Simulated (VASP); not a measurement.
Write the native input for VASP 6.6.1 that does the following.

* Task: single point
* Functional: RPBE
* Potentials or basis: VASP PAW PBE potentials, release 64 (Ta_pv)
* Cutoff: 520 eV
* k mesh: 10 × 10 × 15
* Occupations: fermi-dirac, width 0.1 eV
* Spin: no spin polarisation
* Dipole correction: no
* Further INCAR settings: ALGO = Normal; EDIFF = 1e-07; NBANDS = 24

The structure of Ta lies in POSCAR:

```
Ta
1.0
    4.8931962232      0.0000000000      0.0000000000
   -2.4465981116      4.2376322350      0.0000000000
    0.0000000000      0.0000000000      2.7474929244
Ta
3
Direct
    0.0000000000      1.0000000000      0.0000000000
    0.3333333333      0.6666666667      0.5000000000
    0.6666666667      0.3333333333      0.5000000000
```

These files were run (other wordings do the same):

INCAR

```
ALGO = Normal ; EDIFF = 1E-7
ENCUT = 520 ; GGA = RP
ISIF = 2 ; ISMEAR = -1
LASPH = True ; LCHARG = True
LELF = True ; LREAL = False
LVHAR = True ; LWAVE = False
NBANDS = 24 ; NELM = 80
PREC = Accurate ; SIGMA = 0.1
```

KPOINTS

```
k-points
0
Gamma
  10 10 15
```

Potentials or basis: VASP PAW PBE potentials, release 64 (Ta_pv).

Launch:

```bash
$ cat potpaw_PBE.64/Ta_pv/POTCAR > POTCAR
$ mpirun -np 1 vasp_std > vasp.out
```

It gave:

```
Pressure : 0.0 GPa
```

Caveat: the PAW data sets were made with another functional, which shifts forces and pressure a little.

It took 86 s on 1 thread of Intel Xeon 6975P-C (shared host), peak memory 0.25 GiB.
